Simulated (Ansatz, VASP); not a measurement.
Given: the input of a run of Ansatz 0.2.0 on Hf.

Contents of input.yaml:

```yaml
crystal:
  lattice:
    - [-1.805, 1.805, 1.805]
    - [1.805, -1.805, 1.805]
    - [1.805, 1.805, -1.805]
  atoms:
    - { symbol: Hf, position: [0.0, 0.0, 0.0] }
hamiltonian:
  xc: lda
  pseudopotentials: { kind: paw }
kpoints:
  mp_grid: { grid: [10, 10, 10] }
scf:
  occupations: { method: fermi_dirac, width: 0.05 }
output:
  forces: true
  stress: true
  eigenvalues: true
relax:
  f_tol: 0.01
  max_steps: 40
  cell: { stress_tol: 0.05 }
```

Potentials or basis: Ansatz PAW.

Run with:

```bash
$ ansatz run input.yaml --threads 2 --pin off --max-ram 5632MiB --backend cpu --events-out ev --progress --plain --runs-dir out
```

Set up the same calculation for VASP 6.6.1. Potentials there: VASP PAW LDA potentials, release 64 (Hf_pv).

As run (the cutoff follows the program's own potentials):

The input INCAR:

```
PREC     = Accurate       # precision mode
ENCUT    = 600            # plane-wave cutoff, eV
EDIFF    = 1E-7           # SCF threshold, eV
ISMEAR   = -1             # smearing method
SIGMA    = 0.05           # smearing width, eV
LREAL    = False          # projectors in reciprocal space
LASPH    = True           # aspherical terms in the spheres
NELM     = 80             # most SCF steps
ALGO     = Normal         # electronic algorithm
ISIF     = 3              # what is computed and relaxed
LWAVE    = False          # write WAVECAR
LCHARG   = False          # write CHGCAR
GGA      = CA             # functional
IBRION   = 2              # ionic algorithm
NSW      = 60             # ionic steps
EDIFFG   = -0.01          # ionic threshold
```

Contents of KPOINTS:

```
regular mesh
0
Gamma
  10 10 10
```

Contents of POSCAR:

```
Hf
1.0
   -1.8050000000      1.8050000000      1.8050000000
    1.8050000000     -1.8050000000      1.8050000000
    1.8050000000      1.8050000000     -1.8050000000
Hf
1
Direct
    0.0000000000      0.0000000000      0.0000000000
```

Potentials or basis: VASP PAW LDA potentials, release 64 (Hf_pv).

The run is started by

```sh
$ cat potpaw_LDA.64/Hf_pv/POTCAR > POTCAR
$ mpirun -np 1 vasp_std > vasp.out
```

Both were run:

|  | VASP | Ansatz | Ansatz less VASP |
| --- | --- | --- | --- |
| gap on the k mesh at the Fermi level, each at its own relaxed structure (eV) | none | none | - |
| relaxed volume (Å³/atom) | 20.46 | 20.42 | -0.037 |
| relaxed cell length with the largest relative difference (Å) | 2.984 | 2.982 | -0.0018 |

LDA's correlation is that of Perdew and Zunger in VASP and of Perdew and Wang (1992) in Ansatz. A gap of «none» marks a metal or a gap that the smearing closes. VASP's potentials hold 10 valence electrons a cell and Ansatz's 26, so a difference there can come from the potentials and not from the codes.

Neither program's run includes spin-orbit coupling. Noted on Ansatz's run: the plane-wave basis is chosen anew once the cell has moved, so the energies of steps on either side of that aren't comparable.
